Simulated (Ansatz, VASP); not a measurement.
## One calculation of InPd, two programs

INCAR

```
ALGO = Normal
EDIFF = 1E-7
ENCUT = 520
GGA = PE
ISIF = 2
ISMEAR = -1
LASPH = True
LCHARG = True
LELF = True
LREAL = False
LVHAR = True
LWAVE = False
NBANDS = 18
NELM = 60
PREC = Accurate
SIGMA = 0.05
```

File KPOINTS:

```
k-points
0
Gamma
  9 9 9
```

File POSCAR:

```
InPd
1.0
    3.2718847800      0.0000000000      0.0000000000
    0.0000000000      3.2718847800      0.0000000000
    0.0000000000      0.0000000000      3.2718847800
In Pd
1 1
Direct
   -0.1050000000     -0.1050000000     -0.1050000000
    0.6050000000      0.6050000000      0.6050000000
```

Input for Ansatz:

```yaml
crystal:
  lattice:
    - [3.27188478, 0.0, 0.0]
    - [0.0, 3.27188478, 0.0]
    - [0.0, 0.0, 3.27188478]
  atoms:
    - { symbol: In, position: [-0.105, -0.105, -0.105] }
    - { symbol: Pd, position: [0.605, 0.605, 0.605] }
kpoints:
  mp_grid: { grid: [9, 9, 9] }
scf:
  occupations: { method: fermi_dirac, width: 0.05 }
hamiltonian:
  xc: pbe
  pseudopotentials: { kind: all_electron, lapw: { basis_error: 0.001 } }
output:
  forces: true
  stress: true
  eigenvalues: true
  populations: true
```

Change from the starting cell: shortest bond scaled by 0.58, LAPW.

Alike in both runs: task single point; functional PBE; k mesh 9 × 9 × 9; occupations fermi-dirac, width 0.05 eV; no spin polarisation.

|  | VASP | Ansatz |
| --- | --- | --- |
| version | VASP 6.6.1 | Ansatz 0.2.0 |
| potentials or method | VASP PAW PBE potentials, release 64 (In_d, Pd), cutoff 520 eV | all-electron LAPW, scalar-relativistic |

|  | VASP | Ansatz | Ansatz less VASP |
| --- | --- | --- | --- |
| pressure (GPa) | 111.3 | 196.4 | +85.07 |
| traceless stress, the component that is largest in VASP (GPa) | 95.42 | 181.42 | +85.991 |
| rms of the force components (eV/Å) | 22.697 | 42.486 | +19.7883 |

Atom by atom the forces differ by 19.788 eV/Å (rms over components). The pressures are high and differ by over a tenth, so treat them with care. Ansatz ran all-electron here, and VASP with PAW potentials.

Noted on VASP's run: the cell as given lies far from equilibrium.
